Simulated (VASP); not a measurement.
ScTe2:

```
Sc Te
1.0
     0.00000    3.46641    3.46641
     3.46641    0.00000    3.46641
     3.46641    3.46641    0.00000
Sc Te
1 2
Direct
  0.00000 0.00000 0.00000
  0.25000 0.25000 0.25000
  0.75000 0.75000 0.75000
```

| Property | Result |
| --- | --- |
| Program | VASP 6.6.1 |
| Task | relaxation of cell and atoms |
| Functional | PBE |
| Potentials or basis | VASP PAW PBE potentials, release 64 (Sc_sv, Te) |
| Cutoff | 600 eV |
| k mesh | 4 × 4 × 4 |
| Occupations | gaussian, width 0.1 eV |
| Spin | no spin polarisation |

At the start: pressure 5.6 GPa; volume 27.77 Å³/atom.

Problem. Where does the relaxation end?

Solution. Over 3 steps the energy falls by 42.2 meV/atom and the volume is 30.37 Å³/atom (+9.4 %); space group Fm-3m (No. 225, to 0.1 Å) before and after.

The path:
```
step  energy change (eV)  largest force (eV/Å)  pressure (GPa)  volume (Å³)
   1              0.0000                0.0000            5.62        83.30
   2             -0.0932                0.0000           -2.26        95.61
   3             -0.1265                0.0000            0.00        91.10
```

Final structure:
```
CELL_PARAMETERS angstrom
0.00000 3.57127 3.57127
3.57127 0.00000 3.57127
3.57127 3.57127 0.00000
ATOMIC_POSITIONS crystal
Sc 0.00000 0.00000 0.00000
Te 0.25000 0.25000 0.25000
Te 0.75000 0.75000 0.75000
```

Caveat: the k points lie up to 0.38 Å⁻¹ apart in the final cell, too coarse for converged energies and pressures of a metal.
